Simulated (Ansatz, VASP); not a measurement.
**As in VASP and in Ansatz**

Contents of INCAR:

```
SYSTEM = As
AGGAC = 1.0 ; AGGAX = 1.0
ALDAC = 0.0 ; ALDAX = 1.0
ALGO = Normal ; EDIFF = 1E-6
ENCUT = 520 ; GGA = B5
ISIF = 2 ; ISMEAR = -1
LASPH = .TRUE. ; LCHARG = .FALSE.
LREAL = .FALSE. ; LWAVE = .FALSE.
NBANDS = 8 ; NELM = 60
PREC = Accurate ; SIGMA = 0.1
```

The input KPOINTS:

```
k-points
0
G
  13 13 13
  0 0 0
```

Contents of POSCAR:

```
As
1.0
    2.9218062260      0.0000000000      0.0000000000
    0.0000000000      2.9218062260      0.0000000000
    0.0000000000      0.0000000000      2.9218062260
As
1
Direct
    0.0000000000      0.0000000000      0.0000000000
```

Input for Ansatz:

```yaml
crystal:
  lattice:
    - [2.921806226, 0.0, 0.0]
    - [0.0, 2.921806226, 0.0]
    - [0.0, 0.0, 2.921806226]
  atoms:
    - { symbol: As, position: [0.0, 0.0, 0.0] }
hamiltonian:
  xc: blyp
  pseudopotentials:
    kind: paw
    azcp:
      As: "pseudopotentials/As.paw.azcp"
basis:
  ecutwfc: 420
  fft_grid_basis: typed
kpoints:
  mp_grid: { grid: [13, 13, 13], shift: [0, 0, 0] }
magnetization:
  spin_polarized: false
scf:
  occupations: { method: fermi_dirac, width: 0.1 }
  lower_state_search: "off"
output:
  stress: true
```

Alike in both runs: task single point; functional BLYP; k mesh 13 × 13 × 13; occupations fermi-dirac, width 0.1 eV; no spin polarisation.

|  | VASP | Ansatz |
| --- | --- | --- |
| version | VASP 6.6.1 | Ansatz 0.2.0 |
| potentials or method | VASP PAW PBE potentials, release 64 (As), cutoff 520 eV | plane waves (420 eV) with PAW, scalar-relativistic |
| valence electrons in the cell | 5 | 15 |

|  | VASP | Ansatz | Ansatz less VASP |
| --- | --- | --- | --- |
| pressure (GPa) | -5.7 | -5.8 | -0.14 |

VASP's potentials were made for PBE, not for BLYP. VASP's potentials hold 5 valence electrons a cell and Ansatz's 15, so a difference there can come from the potentials and not from the codes.
